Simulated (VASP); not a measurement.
# Cl (Fd-3m) in VASP: notebook

Runs on Cl. Level: PBE. Tasks: single point, relaxation of cell and atoms.

Everything below comes from runs of VASP 6.6.1. Logs are shortened: lines on timing, memory, paths and dates and some standing lists are left out, and cuts for length are marked.

### Step 1. The cell of the first run

The structure is cubic, space group Fd-3m (No. 227). The conventional cell has a = 5.607 Å, b = 5.607 Å, c = 5.607 Å, α = 90.00°, β = 90.00°, γ = 90.00°. Within 3.2 Å of Cl (site symmetry -43m) lie 4 Cl at 2.43 Å.

### Step 2. Single point, PBE

INCAR

```
PREC     = Accurate       # precision mode
ENCUT    = 520            # plane-wave cutoff, eV
EDIFF    = 1E-7           # SCF threshold, eV
ISMEAR   = -1             # smearing method
SIGMA    = 0.02           # smearing width, eV
LREAL    = False          # projectors in reciprocal space
LASPH    = True           # aspherical terms in the spheres
NELM     = 60             # most SCF steps
ALGO     = Normal         # electronic algorithm
ISIF     = 2              # what is computed and relaxed
LWAVE    = False          # write WAVECAR
LCHARG   = False          # write CHGCAR
GGA      = PE             # functional
NBANDS   = 14             # bands
```

KPOINTS

```
regular mesh
0
Gamma
  13 13 13
```

POSCAR

```
Cl
1.0
    0.0000000000      2.8034528142      2.8034528142
    2.8034528142      0.0000000000      2.8034528142
    2.8034528142      2.8034528142      0.0000000000
Cl
2
Direct
    0.0000000000      0.0000000000      0.0000000000
    0.2500000000      0.2500000000      0.2500000000
```

Potentials or basis: VASP PAW PBE potentials, release 64 (Cl).

Command:

```sh
> cat potpaw_PBE.64/Cl/POTCAR > POTCAR
> mpirun -np 1 vasp_std > vasp.out
```

OUTCAR:

```text
PREC = Accurate
   ENCUT = 520
   EDIFF = 1E-7
   ISMEAR = -1
   LREAL = False
   LASPH = True
   NELM = 60
   ISIF = 2
   GGA = PE

 ion  position               nearest neighbor table
   1  0.000  0.000  0.000-   2 2.43   2 2.43   2 2.43   2 2.43
   2  0.250  0.250  0.250-   1 2.43   1 2.43   1 2.43   1 2.43

  LATTYP: Found a face centered cubic cell.
 ALAT       =     5.6069056284

  Lattice vectors:

 A1 = (   0.0000000000,   2.8034528142,   2.8034528142)
 A2 = (   2.8034528142,   0.0000000000,   2.8034528142)
 A3 = (   2.8034528142,   2.8034528142,   0.0000000000)

Analysis of symmetry for initial positions (statically):
=====================================================================
 Subroutine PRICEL returns:
 Original cell was already a primitive cell.

 Routine SETGRP: Setting up the symmetry group for a
 face centered cubic supercell.

 Subroutine GETGRP returns: Found 48 space group operations
 (whereof 24 operations were pure point group operations)
 out of a pool of 48 trial point group operations.

The static configuration has the point symmetry T_d .
 The point group associated with its full space group is O_h .

Analysis of symmetry for dynamics (positions and initial velocities):
=====================================================================
 Subroutine PRICEL returns:
 Original cell was already a primitive cell.

 Routine SETGRP: Setting up the symmetry group for a
 face centered cubic supercell.

 Subroutine GETGRP returns: Found 48 space group operations
 (whereof 24 operations were pure point group operations)
 out of a pool of 48 trial point group operations.

The dynamic configuration has the point symmetry T_d .
 The point group associated with its full space group is O_h .

 Subroutine INISYM returns: Found 48 space group operations
 (whereof 24 operations are pure point group operations),
 and found     1 'primitive' translations

----------------------------------------------------------------------------------------

                                     Primitive cell

  volume of cell :      44.0666

  direct lattice vectors                    reciprocal lattice vectors
     0.000000000  2.803452814  2.803452814    -0.178351495  0.178351495  0.178351495
     2.803452814  0.000000000  2.803452814     0.178351495 -0.178351495  0.178351495
     2.803452814  2.803452814  0.000000000     0.178351495  0.178351495 -0.178351495

  length of vectors
     3.964680991  3.964680991  3.964680991     0.308913851  0.308913851  0.308913851

  position of ions in fractional coordinates (direct lattice)
     0.000000000  0.000000000  0.000000000
     0.250000000  0.250000000  0.250000000

  ion indices of the primitive-cell ions
   primitive index   ion index
                 1           1
                 2           2

----------------------------------------------------------------------------------------

 KPOINTS: regular mesh

Automatic generation of k-mesh.
 Grid dimensions read from file:
 generate k-points for:   13   13   13

 Generating k-lattice:

  Cartesian coordinates                     Fractional coordinates (reciprocal lattice)
    -0.013719346  0.013719346  0.013719346     0.076923077  0.000000000  0.000000000
     0.013719346 -0.013719346  0.013719346     0.000000000  0.076923077  0.000000000
     0.013719346  0.013719346 -0.013719346     0.000000000  0.000000000  0.076923077

  Length of vectors
     0.023762604  0.023762604  0.023762604

  Shift w.r.t. Gamma in fractional coordinates (k-lattice)
     0.000000000  0.000000000  0.000000000

 Subroutine IBZKPT returns following result:
 ===========================================

 Found     84 irreducible k-points:

 Following reciprocal coordinates:
            Coordinates               Weight
  0.000000  0.000000  0.000000      1.000000
  0.076923  0.000000  0.000000      8.000000
  0.153846  0.000000  0.000000      8.000000
  0.230769  0.000000  0.000000      8.000000
  0.307692  0.000000  0.000000      8.000000
  0.384615  0.000000  0.000000      8.000000
[... 16 lines left out ...]
  0.384615  0.153846  0.000000     24.000000
  0.461538  0.153846  0.000000     24.000000
 [... further k-points ...]
   k-points           NKPTS =     84   k-points in BZ     NKDIM =     84   number of bands    NBANDS=     14
   number of dos      NEDOS =    301   number of ions     NIONS =      2
   total plane-waves  NPLWV =  27000
   dimension x,y,z NGX =    30 NGY =   30 NGZ =   30
   dimension x,y,z NGXF=    60 NGYF=   60 NGZF=   60
   ions per type =               2
   NGX,Y,Z   is equivalent  to a cutoff of  12.58, 12.58, 12.58 a.u.
   NGXF,Y,Z  is equivalent  to a cutoff of  25.16, 25.16, 25.16 a.u.
 SYSTEM =  unknown system
   PREC   = accura    normal or accurate (medium, high low for compatibility)
   ISTART =      0    job   : 0-new  1-cont  2-samecut
   ICHARG =      2    charge: 1-file 2-atom 10-const
   ISPIN  =      1    spin polarized calculation?
   LNONCOLLINEAR =      F non collinear calculations
   LSORBIT =      F    spin-orbit coupling
   LASPH  =      T    aspherical Exc in radial PAW
   ENCUT  =  520.0 eV  38.22 Ry    6.18 a.u.   7.37  7.37  7.37*2*pi/ulx,y,z
   NELM   =     60;   NELMIN=  2; NELMDL= -5     # of ELM steps
   EDIFF  = 0.1E-06   stopping-criterion for ELM
   LREAL  =      F    real-space projection
   EDIFFG = 0.1E-05   stopping-criterion for IOM
   NSW    =      0    number of steps for IOM
   IBRION =     -1    ionic relax: 0-MD 1-quasi-New 2-CG
   NFREE  =      0    steps in history (QN), initial steepest desc. (CG)
   ISIF   =      2    stress and relaxation
   ISYM   =      2    0-nonsym 1-usesym 2-fastsym
   POTIM  = 0.5000    time-step for ionic-motion
   TEBEG  =    0.0;   TEEND  =   0.0 temperature during run
   PSTRESS=    0.0 pullay stress
   NELECT =      14.0000    total number of electrons
   NUPDOWN=      -1.0000    fix difference up-down
   EMIN   =  10.00;   EMAX   =-10.00  energy-range for DOS
   EFERMI =   0.00;   METHOD = LEGACY
   ISMEAR =    -1;   SIGMA  =   0.02  broadening in eV -4-tet -1-fermi 0-gaus
   EFERMI_NEDOS =   21; number of points for ismear=-14 and -15
   IALGO  =     38    algorithm
   IMIX   =      4    mixing-type and parameters
     AMIX     =   0.40;   BMIX     =  1.00
     AMIX_MAG =   1.60;   BMIX_MAG =  1.00
  volume/ion in A,a.u.               =      22.03       148.69
  Fermi-wavevector in a.u.,A,eV,Ry     =   1.117071  2.110959 16.978009  1.247848
  Thomas-Fermi vector in A             =   2.253691
   LORBIT       =      0    0 simple, 1 ext, 2 COOP (PROOUT), +10 PAW based schemes
   GGA     = PE    functional components
   LHFCALC =     F    Hartree Fock is set to
   AEXX    =    0.0000 exact exchange contribution
   IVDW    =     0    specifies the selected vdW correction
   LEPSILON=     F    determine dielectric tensor
   LRPA    =     F    only Hartree local field effects (RPA)
 non-spin polarized calculation
  energy-cutoff  :      520.00
  volume of cell :       44.07
 maximum number of plane-waves:      1243
 NGX is ok and might be reduce to    30
   NGX = 15   NGY = 15   NGZ = 15

 number of electron      13.9999997 magnetization

 Free energy of the ion-electron system (eV)
  ---------------------------------------------------
  ext. energy  EPLUGINS =         0.00000000
  ---------------------------------------------------
  free energy    TOTEN  =        -0.99383040 eV

  energy without entropy =       -0.99071608  energy(sigma->0) =       -0.99227324

 E-fermi :   3.1486     XC(G=0):  -8.8769

 val. band max:        3.1217111816   @ k =   0.3846   0.3077   0.0769
 cond. band min:       3.1555796490   @ k =   0.3846   0.2308   0.0000
 fundamental gap:      0.0338684673
 Fermi energy:         3.1485524911

 k-point     1 :       0.0000    0.0000    0.0000
  band No.  band energies     occupation
      1     -15.0162      2.00000
      2      -9.3326      2.00000
      3      -1.6921      2.00000
      4      -1.6921      2.00000
      5      -1.6921      2.00000
      6       1.2677      2.00000
      7       1.2677      2.00000
      8       1.2677      2.00000
      9       9.1761      0.00000
     10      12.3647      0.00000
     11      12.3647      0.00000
     12      14.9852      0.00000
     13      14.9852      0.00000
     14      14.9852      0.00000

 k-point     2 :       0.0769    0.0000    0.0000
  band No.  band energies     occupation
      1     -14.9715      2.00000
      2      -9.4388      2.00000
      3      -1.7465      2.00000
      4      -1.7465      2.00000
      5      -1.7067      2.00000
      6       1.3431      2.00000
      7       1.3464      2.00000
      8       1.3464      2.00000
      9       9.3565      0.00000
     10      12.2077      0.00000
     11      12.2077      0.00000
     12      14.8525      0.00000
     13      15.3291      0.00000
     14      15.3291      0.00000

 k-point     3 :       0.1538    0.0000    0.0000
  band No.  band energies     occupation
      1     -14.8405      2.00000
      2      -9.7334      2.00000
      3      -1.8846      2.00000
      4      -1.8846      2.00000
      5      -1.7682      2.00000
      6       1.5496      2.00000
      7       1.5496      2.00000
      8       1.5884      2.00000
      9       9.8273      0.00000
     10      11.9419      0.00000
     11      11.9419      0.00000
     12      14.6024      0.00000
     13      16.1083      0.00000
     14      16.1083      0.00000
[... 324 lines left out ...]
 k-point    23 :       0.3846    0.1538    0.0000
  band No.  band energies     occupation
      1     -14.1235      2.00000
      2     -11.0218      2.00000
      3      -2.8991      2.00000
      4      -2.5759      2.00000
      5      -1.0508      2.00000
      6       1.4523      2.00000
      7       2.6461      2.00000
      8       3.0148      1.99751
      9      10.6332      0.00000
     10      11.1047      0.00000
     11      13.1026      0.00000
     12      14.8028      0.00000
     13      15.3063      0.00000
     14      16.4966      0.00000

 k-point    24 :       0.4615    0.1538    0.0000
  band No.  band energies     occupation
      1     -13.8687      2.00000
      2     -11.3956      2.00000
      3      -3.1102      2.00000
      4      -2.6099      2.00000
      5      -1.1011      2.00000
      6       1.7840      2.00000
      7       2.7116      2.00000
      8       3.3125      0.00055
      9      10.6973      0.00000
     10      11.2276      0.00000
     11      13.1054      0.00000
     12      14.2367      0.00000
     13      14.8204      0.00000
     14      16.8330      0.00000

 [... further k-points ...]
[... 5 lines left out ...]
  --------------------------------------------------------------------------------------
  -------------------------------------------------------------------------------------
  Total        5.4587017      5.4587017      5.4587017      0.0000000     -0.0000000     -0.0000000
  in kB      198.4678653    198.4678653    198.4678653      0.0000000     -0.0000000     -0.0000000
  external PRESSURE =     198.4678653 kB  Pullay stress =       0.0000000 kB

 VOLUME and BASIS-vectors are now :
 -----------------------------------------------------------------------------
  energy-cutoff  :      520.00
  volume of cell :       44.07
      direct lattice vectors                 reciprocal lattice vectors
     0.000000000  2.803452814  2.803452814    -0.178351495  0.178351495  0.178351495
     2.803452814  0.000000000  2.803452814     0.178351495 -0.178351495  0.178351495
     2.803452814  2.803452814  0.000000000     0.178351495  0.178351495 -0.178351495

 POSITION                                       TOTAL-FORCE (eV/Angst)
 -----------------------------------------------------------------------------------
      0.00000      0.00000      0.00000        -0.000000     -0.000000     -0.000000
      1.40173      1.40173      1.40173         0.000000      0.000000      0.000000
 -----------------------------------------------------------------------------------
    total drift:                                0.000000     -0.000000      0.000000

  FREE ENERGIE OF THE ION-ELECTRON SYSTEM (eV)
  ---------------------------------------------------
  free  energy   TOTEN  =        -0.9938303987 eV

  energy  without entropy=       -0.9907160818  energy(sigma->0) =       -0.99227324
```

It took 66 s on 1 thread of Intel Xeon Platinum 8375C at 2.90GHz (Ice Lake), shared host; peak memory 0.18 GiB.

What came out:

```
Free energy            : -0.9938 eV
Pressure               : 19.8 GPa
Band gap on the k mesh : zero (band 7 reaches 3.87 eV, above the bottom of band 8 at 1.27 eV)
```

### Step 3. Single point, PBE

This run uses another cell than the first one, of 33.49 Å³/atom, 1.520 times its volume.

INCAR

```
SYSTEM = Cl
PREC = Accurate
ENCUT = 520
EDIFF = 1E-6
ISMEAR = -1
SIGMA = 0.02
LREAL = .False.
LASPH = .True.
NELM = 80
ALGO = Normal
ISIF = 2
LWAVE = .False.
LCHARG = .False.
GGA = PE
NBANDS = 14
```

KPOINTS

```
Automatic mesh
0
Gamma
  13 13 13
  0 0 0
```

POSCAR

```
Cl
1.0
    0.0000000000      3.2234090376      3.2234090376
    3.2234090376      0.0000000000      3.2234090376
    3.2234090376      3.2234090376      0.0000000000
Cl
2
Direct
    0.0000000000      0.0000000000      0.0000000000
    0.2500000000      0.2500000000      0.2500000000
```

Potentials or basis: VASP PAW PBE potentials, release 64 (Cl).

Command:

```sh
> cat potpaw_PBE.64/Cl/POTCAR > POTCAR
> mpirun -np 1 vasp_std > vasp.out
```

Run time: 69 s. Hardware: 1 thread of Intel Xeon Platinum 8375C at 2.90GHz (Ice Lake), shared host; peak memory 0.22 GiB.

The run converged. Its results:

* Free energy: -1.9799 eV
* Pressure: 0.0 GPa
* Band gap on the k mesh: zero (band 7 reaches -0.93 eV, above the bottom of band 8 at -2.10 eV)

Levels at points of the mesh, in eV from the Fermi level:
```csv
k point,band 3,band 4,band 5,band 6,band 7,band 8,band 9,band 10,band 11,band 12
"(0.00, 0.00, 0.00)",-2.72,-2.72,-2.72,-0.86,-0.86,-0.86,6.43,10.58,10.58,12.12
```

### Step 4. Relaxation of cell and atoms, PBE

This run uses another cell than the first one, of 29.08 Å³/atom, 1.320 times its volume.

INCAR

```
SYSTEM = Cl
ALGO = Normal
EDIFF = 1E-6
EDIFFG = -0.01
ENCUT = 600
GGA = PE
IBRION = 2
ISIF = 3
ISMEAR = -1
LASPH = .TRUE.
LCHARG = .FALSE.
LREAL = .FALSE.
LWAVE = .FALSE.
NELM = 60
NSW = 80
PREC = Accurate
SIGMA = 0.02
```

KPOINTS

```
k-points
0
G
  13 13 13
  0 0 0
```

POSCAR

```
Cl
1.0
    0.0000000000      3.0750000000      3.0750000000
    3.0750000000      0.0000000000      3.0750000000
    3.0750000000      3.0750000000      0.0000000000
Cl
2
Direct
    0.0000000000      0.0000000000      0.0000000000
    0.2500000000      0.2500000000      0.2500000000
```

Command:

```sh
> cat potpaw_PBE.64/Cl/POTCAR > POTCAR
> mpirun -np 1 vasp_std > vasp.out
```

Run time: 85 s. Hardware: 1 thread of AMD EPYC 9R45 (Zen 5), shared host; peak memory 0.2 GiB.

The run converged. Its results:

| Quantity | Value |
| --- | --- |
| Free energy | -1.9790 eV |
| Relaxed volume | 33.45 Å³/atom |
| Relaxed cell | a = 4.557 Å, b = 4.557 Å, c = 4.557 Å, α = 60.00°, β = 60.00°, γ = 60.00° |
| Space group after relaxing (to 0.05 Å) | Fd-3m (No. 227) |
| Energy gained by relaxing | 44.0 meV/atom |
| Ionic steps | 4 |
| Pressure after relaxing | 0.0 GPa |
| Band gap on the k mesh | zero (band 7 reaches -0.92 eV, above the bottom of band 8 at -2.10 eV) |

The path:
| step | energy change (eV) | largest force (eV/Å) | pressure (GPa) | volume (Å³) |
| --- | --- | --- | --- | --- |
| 1 | 0.0000 | 0.0000 | 3.69 | 58.15 |
| 2 | -0.0799 | 0.0000 | 0.94 | 63.97 |
| 3 | -0.0878 | 0.0000 | -0.15 | 67.43 |
| 4 | -0.0880 | 0.0000 | -0.01 | 66.91 |

Final structure:
```
CELL_PARAMETERS angstrom
0.00000 3.22221 3.22221
3.22221 0.00000 3.22221
3.22221 3.22221 0.00000
ATOMIC_POSITIONS crystal
Cl 0.00000 0.00000 0.00000
Cl 0.25000 0.25000 0.25000
```

Levels at points of the mesh, in eV from the Fermi level:
| k point | band 5 | band 6 | band 7 | band 8 | band 9 | band 10 |
| --- | --- | --- | --- | --- | --- | --- |
| (0.00, 0.00, 0.00) | -2.72 | -0.86 | -0.86 | -0.86 | 6.43 | 10.57 |

Caveat: the volume moved by over 15 % at a fixed basis, so the end points are rough.

### Step 5. Relaxation of cell and atoms, PBE, target pressure 20 GPa, at which the enthalpy is minimised

This run uses another cell than the first one, of 29.08 Å³/atom, 1.320 times its volume.

INCAR

```
PREC = Accurate
ENCUT = 600
EDIFF = 1E-6
ISMEAR = -1
SIGMA = 0.02
LREAL = False
LASPH = True
NELM = 80
ALGO = Normal
ISIF = 3
LWAVE = False
LCHARG = False
GGA = PE
IBRION = 2
NSW = 80
EDIFFG = -0.01
PSTRESS = 200.0
```

KPOINTS

```
regular mesh
0
Gamma
  13 13 13
```

POSCAR is that of step 4.

Command:

```sh
> cat potpaw_PBE.64/Cl/POTCAR > POTCAR
> mpirun -np 1 vasp_std > vasp.out
```

Run time: 2 min. Hardware: 1 thread of AMD EPYC 9R45 (Zen 5), shared host; peak memory 0.2 GiB.

It converged, with:

| Item | Value |
| --- | --- |
| Free energy | -0.9887 eV |
| Relaxed volume | 22.01 Å³/atom |
| Relaxed cell | a = 3.963 Å, b = 3.963 Å, c = 3.963 Å, α = 60.00°, β = 60.00°, γ = 60.00° |
| Space group after relaxing (to 0.05 Å) | Fd-3m (No. 227) |
| Energy change on relaxing (the enthalpy is what falls) | +451.1 meV/atom |
| Ionic steps | 6 |
| Pressure after relaxing | 20.0 GPa |
| Band gap on the k mesh | zero (band 7 reaches 3.89 eV, above the bottom of band 8 at 1.28 eV) |

The path:
| step | energy change (eV) | largest force (eV/Å) | pressure (GPa) | volume (Å³) |
| --- | --- | --- | --- | --- |
| 1 | 0.0000 | 0.0000 | 3.69 | 58.15 |
| 2 | 2.2598 | 0.0000 | 41.21 | 36.63 |
| 3 | 0.8773 | 0.0000 | 19.60 | 44.22 |
| 4 | 0.9086 | 0.0000 | 20.11 | 43.97 |
| 5 | 0.8979 | 0.0000 | 19.93 | 44.05 |
| 6 | 0.9023 | 0.0000 | 20.00 | 44.02 |

Final structure:
```cif
data_structure
_symmetry_space_group_name_H-M 'P 1'
_symmetry_Int_Tables_number 1
_cell_length_a 3.9633
_cell_length_b 3.9633
_cell_length_c 3.9633
_cell_angle_alpha 60.000
_cell_angle_beta 60.000
_cell_angle_gamma 60.000
_cell_volume 44.02
loop_
_atom_site_label
_atom_site_type_symbol
_atom_site_fract_x
_atom_site_fract_y
_atom_site_fract_z
_atom_site_occupancy
Cl1 Cl 0.00000 0.00000 0.00000 1
Cl2 Cl 0.25000 0.25000 0.25000 1
```

Levels at points of the mesh, in eV from the Fermi level:
```
           k point  band 3  band 4  band 5  band 6  band 7  band 8  band 9  band 10  band 11
(0.00, 0.00, 0.00)   -4.85   -4.85   -4.85   -1.88   -1.88   -1.88    6.03     9.21     9.21
```

Caveat: the cell is relaxed towards a set pressure, so the enthalpy falls and the energy may rise; the volume moved by over 15 % at a fixed basis, so the end points are rough.

[end of part 1 of 2]
